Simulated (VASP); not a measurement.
A run of VASP 6.6.1 is set up as follows.

The input INCAR:

```
SYSTEM = V
PREC = Accurate ; ENCUT = 520
EDIFF = 1E-6 ; ISMEAR = -1
SIGMA = 0.1 ; LREAL = .False.
LASPH = .True. ; NELM = 80
ALGO = Normal ; ISIF = 2
LWAVE = .False. ; LCHARG = .False.
NBANDS = 20
```

The input KPOINTS:

```
regular mesh
0
Gamma
  17 17 17
  0 0 0
```

Contents of POSCAR:

```
V
1.0
    0.0000000000      2.6491038054      2.6491038054
    2.6491038054      0.0000000000      2.6491038054
    2.6491038054      2.6491038054      0.0000000000
V
2
Direct
    0.1250000000      0.1250000000      0.1250000000
    0.8750000000      0.8750000000      0.8750000000
```

Potentials or basis: VASP PAW LDA potentials, release 64 (V_sv).

Command:

```sh
$ cat potpaw_LDA.64/V_sv/POTCAR > POTCAR
$ mpirun -np 1 vasp_std > vasp.out
```

**Question.** Predict the band gap on the k mesh.

**Answer.** Zero (bands 13 and 14 overlap by 0.90 eV).

**Question.** Estimate the pressure.

**Answer.** -7.0 GPa.

Caveat: the cell stands under tension.
